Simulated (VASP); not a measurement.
A run of VASP 6.6.1:

The input INCAR:

```
ALGO = Normal
EDIFF = 1E-6
ENCUT = 520
GGA = PE
ISIF = 2
ISMEAR = 0
ISPIN = 2
LASPH = True
LCHARG = True
LELF = True
LORBIT = 11
LREAL = False
LVHAR = True
LWAVE = False
MAGMOM = 0 0 0 0 0 0 0.17 0.17 0.17 0.19 0.19 0.19 1.59
NBANDS = 72
NELM = 150
PREC = Accurate
SIGMA = 0.02
```

File KPOINTS:

```
k-points
0
Gamma
  3 3 3
```

The input POSCAR:

```
Ga6N7
1.0
    0.0000000000      0.0000000000      5.2431684095
    4.8275562239     -2.7871908853      0.0000000000
   -0.0000000001      5.5743817708      0.0000000000
Ga N
6 7
Direct
    0.4969022157      0.3262822693      0.3280982613
    0.4930560680      0.0000360431      0.6719492157
    0.4969138499      0.6738260207      1.0018050383
    0.9996882783     -0.0000685647      0.3304863163
    0.9943035571      0.6580236154      0.6678029199
    0.9943382689      0.3420913032      1.0099401142
    0.8643155524      0.3431123167      0.3500706629
    0.8618018051     -0.0002976661      0.6516698169
    0.8643432074      0.6567246145      1.0067232727
    0.3793406667      0.0000227859      0.3432142948
    0.3846719850      0.6524141520      0.6562585643
    0.3848123582      0.3476995238      1.0039061144
    0.1250446197      0.0001431366     -0.0219586774
```

Potentials or basis: VASP PAW PBE potentials, release 64 (Ga_d, N).

Run with:

```bash
$ cat potpaw_PBE.64/Ga_d/POTCAR potpaw_PBE.64/N/POTCAR > POTCAR
$ mpirun -np 1 vasp_std > vasp.out
```

Hardware: 1 thread of AMD EPYC 7R13 Processor (Zen 3), on a shared host.

Task: Estimate the wall time of this run.

Result: Wall time 4.8 min on 1 thread of AMD EPYC 7R13 Processor (Zen 3) (shared host), peak memory 0.37 GiB. Counts: scf iterations 18, k points 14.
